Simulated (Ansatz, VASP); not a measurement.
One calculation of Al, two programs

```
CELL_PARAMETERS angstrom
-1.55939 1.55939 1.59122
1.55939 -1.55939 1.59122
1.62304 1.62304 -1.59122
ATOMIC_POSITIONS crystal
Al 0.00000 0.00000 0.00000
```

Change from the starting cell: xy shear strain of +4 %, crystal datasets.

Alike in both runs: task electric field gradients; functional r2SCAN; k mesh 18 × 18 × 18; occupations fermi-dirac, width 0.08 eV; no spin polarisation.

```csv
,VASP,Ansatz
version,VASP 6.6.1,Ansatz 0.2.0
potentials or method,"VASP PAW PBE potentials, release 64 (Al), cutoff 520 eV","all-electron PAW with datasets made for the crystal, scalar-relativistic"
```

```csv
,VASP,Ansatz,Ansatz less VASP
pressure (GPa),0.3,0.7,+0.43
"traceless stress, the component that is largest in VASP (GPa)",-2.61,-2.62,-0.007
size of Vzz on the site where it differs most (V/Å²),4.4,4.1,-0.23
```

VASP's potentials were made for PBE, not for r2SCAN. Ansatz ran all-electron here, and VASP with PAW potentials.
